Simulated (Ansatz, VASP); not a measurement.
FeO in VASP and in Ansatz

```xyz
2
Lattice="-1.5694 1.5694 2.0409 1.5694 -1.5694 2.0409 1.5694 1.5694 -2.0409" Properties=species:S:1:pos:R:3 pbc="T T T"
Fe    0.0000    0.0000    0.0000
O     0.0000    0.0000    2.0409
```

Alike in both runs: task single point; functional PBEsol; k mesh 12 × 12 × 12; occupations fermi-dirac, width 0.05 eV; collinear spin.

|  | VASP | Ansatz |
| --- | --- | --- |
| version | VASP 6.6.1 | Ansatz 0.2.0 |
| potentials or method | VASP PAW PBE potentials, release 64 (Fe, O) | Ansatz PAW |
| plane-wave cutoff (eV) | 520 | 420 |
| valence electrons in the cell | 14 | 22 |

Ansatz gave:

| Item | Value |
| --- | --- |
| gap on the k mesh at the Fermi level (eV) | none |
| pressure (GPa) | -7.0 |
| traceless stress, the component that is largest in VASP (GPa) | 5.52 |
| net moment per atom (μB) | 2.00 |
| size of the moment on the site where the two differ most (μB) | 3.36 |

Problem. What did VASP give for the same quantities?

Solution. gap on the k mesh at the Fermi level (eV): none; pressure (GPa): -6.7; traceless stress, the component that is largest in VASP (GPa): 5.98; net moment per atom (μB): 2.00; size of the moment on the site where the two differ most (μB): 3.60.

VASP's potentials were made for PBE, not for PBEsol. Site moments also hang on the region over which each program counts them. A gap of «none» marks a metal or a gap that the smearing closes. VASP's potentials hold 14 valence electrons a cell and Ansatz's 22, so a difference there can come from the potentials and not from the codes.
